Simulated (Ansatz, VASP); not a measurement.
One calculation of TePb, two programs

```
CELL_PARAMETERS angstrom
9.17180 0.00000 0.00000
0.00000 4.58556 0.00000
0.00000 0.00000 6.49862
ATOMIC_POSITIONS crystal
Te 0.12500 0.75000 0.25001
Te 0.62500 0.75000 0.24999
Te 0.37500 0.25000 0.75001
Te 0.87500 0.25000 0.74999
Pb 0.12504 0.75000 0.74997
Pb 0.62504 0.75000 0.75003
Pb 0.37496 0.25000 0.24997
Pb 0.87496 0.25000 0.25003
```

Alike in both runs: task single point; functional PBE; k mesh 4 × 6 × 4; no spin polarisation.

|  | VASP | Ansatz |
| --- | --- | --- |
| version | VASP 6.6.1 | Ansatz 0.2.0 |
| potentials or method | VASP PAW PBE potentials, release 64 (Te, Pb_d) | plane waves, PAW |
| plane-wave cutoff (eV) | 520 | 420 |
| occupations | gaussian, width 0.01 eV | fixed |
| valence electrons in the cell | 80 | 120 |

|  | VASP | Ansatz | Ansatz less VASP |
| --- | --- | --- | --- |
| gap on the k mesh at the Fermi level (eV) | 0.76 | 0.76 | -0.004 |
| pressure (GPa) | 1.5 | 1.5 | +0.05 |

VASP's potentials hold 80 valence electrons a cell and Ansatz's 120, so a difference there can come from the potentials and not from the codes.

Neither program's run includes spin-orbit coupling.
